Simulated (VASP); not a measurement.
Input of a VASP 6.6.1 run:

Contents of POSCAR:

```
NaI
1.0
    0.0000000000      3.2364000000      3.2364000000
    3.2364000000      0.0000000000      3.2364000000
    3.2364000000      3.2364000000      0.0000000000
Na I
1 1
Direct
    0.0000000000      0.0000000000      0.0000000000
    0.5000000000      0.5000000000      0.5000000000
```

INCAR.step1

```
ALGO = Normal ; EDIFF = 1E-4
ENCUT = 600 ; GGA = PE
ISMEAR = 0 ; LASPH = T
LCHARG = F ; LREAL = F
LWAVE = T ; NELM = 80
PREC = Accurate ; SIGMA = 0.02
```

The input INCAR.step2:

```
ALGO = Normal ; EDIFF = 1E-7
EDIFFG = -0.005 ; ENCUT = 600
IBRION = 2 ; ISIF = 3
ISMEAR = 0 ; ISTART = 1
LASPH = T ; LCHARG = F
LMIXTAU = T ; LREAL = F
LWAVE = F ; METAGGA = R2SCAN
NELM = 80 ; NSW = 100
PREC = Accurate ; SIGMA = 0.02
```

Contents of KPOINTS:

```
k-points
0
Gamma
  6 6 6
```

Potentials or basis: VASP PAW PBE potentials, release 64 (Na_pv, I).

Command:

```bash
$ cat potpaw_PBE.64/Na_pv/POTCAR potpaw_PBE.64/I/POTCAR > POTCAR
$ cp INCAR.step1 INCAR
$ mpirun -np 1 vasp_std > vasp.out
$ cp INCAR.step2 INCAR
$ mpirun -np 1 vasp_std > vasp.out
```

Q: What does it give for the relaxed cell?

A: a = 4.557 Å, b = 4.557 Å, c = 4.557 Å, α = 60.00°, β = 60.00°, γ = 60.00°.

Q: What does it give for the band gap on the k mesh?

A: 4.48 eV, direct.

Q: Predict the relaxed volume.

A: 33.45 Å³/atom.

Final structure:
```
Na I
1.0
     0.00000    3.22216    3.22216
     3.22216    0.00000    3.22216
     3.22216    3.22216    0.00000
Na I
1 1
Direct
  0.00000 0.00000 0.00000
  0.50000 0.50000 0.50000
```

Caveat: the PAW data sets were made with another functional, which shifts forces and pressure a little; spin-orbit coupling is left out, which moves the levels of the heavy elements. r2SCAN opens gaps a little over a GGA but as a rule still falls short of measured ones.
